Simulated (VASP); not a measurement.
# Sr: single point with PBEsol

The system is Sr.

```xyz
1
Lattice="-2.6344 2.6344 2.0548 2.6344 -2.6344 2.0548 2.6344 2.6344 -2.0548" Properties=species:S:1:pos:R:3 pbc="T T T"
Sr    0.0000    0.0000    0.0000
```

This cell differs from its parent crystal: ratio of the length along z to the lengths across it x 0.78, volume and fractional coordinates fixed.

| Quantity | Value |
| --- | --- |
| Program | VASP 6.6.1 |
| Task | single point |
| Functional | PBEsol |
| Potentials or basis | VASP PAW PBE potentials, release 64 (Sr_sv) |
| Cutoff | 520 eV |
| k mesh | 16 × 16 × 16 |
| Occupations | gaussian, width 0.15 eV |
| Spin | no spin polarisation |
| Dipole correction | no |
| Further INCAR settings | ALGO = Fast; EDIFF = 1e-06; NBANDS = 11 |

```yaml
Pressure: -0.8 GPa
Band_gap_on_the_k_mesh: zero (bands 5 and 6 overlap by 0.51 eV)
```

Stress tensor (GPa, compression positive):
```
-1.59  0.00  0.00
 0.00 -1.59  0.00
 0.00  0.00  0.80
```

Levels at points of the mesh, in eV from the Fermi level:
| k point | band 1 | band 2 | band 3 | band 4 | band 5 | band 6 | band 7 | band 8 | band 9 | band 10 |
| --- | --- | --- | --- | --- | --- | --- | --- | --- | --- | --- |
| (0.00, 0.00, 0.00) | -36.58 | -18.48 | -18.48 | -18.47 | -3.53 | 1.53 | 2.46 | 3.13 | 3.13 | 4.43 |
| (0.50, 0.00, 0.00) | -36.56 | -18.69 | -18.54 | -18.51 | -0.72 | 0.62 | 0.86 | 3.41 | 5.02 | 5.02 |
| (0.50, 0.50, 0.00) | -36.57 | -18.65 | -18.51 | -18.47 | -1.31 | -0.16 | 2.39 | 2.52 | 3.54 | 5.15 |
| (0.50, 0.50, 0.50) | -36.56 | -18.62 | -18.62 | -18.54 | -0.21 | 0.01 | 2.50 | 2.50 | 4.89 | 4.90 |

It took 110 s on 1 thread of Oxide Virtual Turin-like Processor, with other jobs on the host, peak memory 0.31 GiB.

Caveat: the PAW data sets were made with another functional, which shifts forces and pressure a little.
